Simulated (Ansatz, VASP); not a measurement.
## Two plane-wave programs on SiC

```
Si C
1.0
     3.05638    0.00000    0.00000
    -1.52819    2.64690    0.00000
     0.00000    0.00000    5.01592
Si C
2 2
Direct
  0.33333 0.66667 0.00459
  0.66667 0.33333 0.50459
  0.33333 0.66667 0.38041
  0.66667 0.33333 0.88041
```

Alike in both runs: functional LDA; k mesh 12 × 12 × 6; occupations gaussian, width 0.02 eV; no spin polarisation.

Ansatz relaxed the structure, and its values are those at the end. VASP's run is a single point on that final structure, the one shown.

```csv
,VASP,Ansatz
version,VASP 6.6.1,Ansatz 0.2.0
potentials or method,"VASP PAW LDA potentials, release 64 (Si, C), cutoff 520 eV","scalar-relativistic, plane waves, PAW"
valence electrons in the cell,16,16
```

|  | VASP | Ansatz | Ansatz less VASP |
| --- | --- | --- | --- |
| gap on the k mesh at the Fermi level (eV) | 2.12 | 2.13 | +0.016 |
| least direct gap on the mesh (eV) | 3.91 | 3.92 | +0.010 |
| pressure (GPa) | 0.4 | 0.0 | -0.40 |

LDA's correlation is that of Perdew and Zunger in VASP and of Perdew and Wang (1992) in Ansatz.
